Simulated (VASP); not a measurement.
Input of a VASP 6.6.1 run:

File INCAR:

```
PREC = Accurate
ENCUT = 520
EDIFF = 1E-6
ISMEAR = -1
SIGMA = 0.15
LREAL = False
LASPH = True
NELM = 100
ALGO = Fast
ISIF = 2
LWAVE = False
LCHARG = True
GGA = PE
LELF = True
LVHAR = True
NBANDS = 16
```

File KPOINTS:

```
Automatic mesh
0
Gamma
  14 14 14
```

Contents of POSCAR:

```
AlRu
1.0
    2.9859851574      0.0000000000      0.0000000000
    0.0000000000      2.9859851574      0.0000000000
    0.0000000000      0.0000000000      2.9859851574
Al Ru
1 1
Direct
    0.0000000000      0.0000000000      0.0000000000
    0.5000000000      0.5000000000      0.5000000000
```

Potentials or basis: VASP PAW PBE potentials, release 64 (Al, Ru_pv).

The run is started by

```sh
$ cat potpaw_PBE.64/Al/POTCAR potpaw_PBE.64/Ru_pv/POTCAR > POTCAR
$ mpirun -np 1 vasp_std > vasp.out
```

Q: What does it give for the pressure?

A: 4.3 GPa.
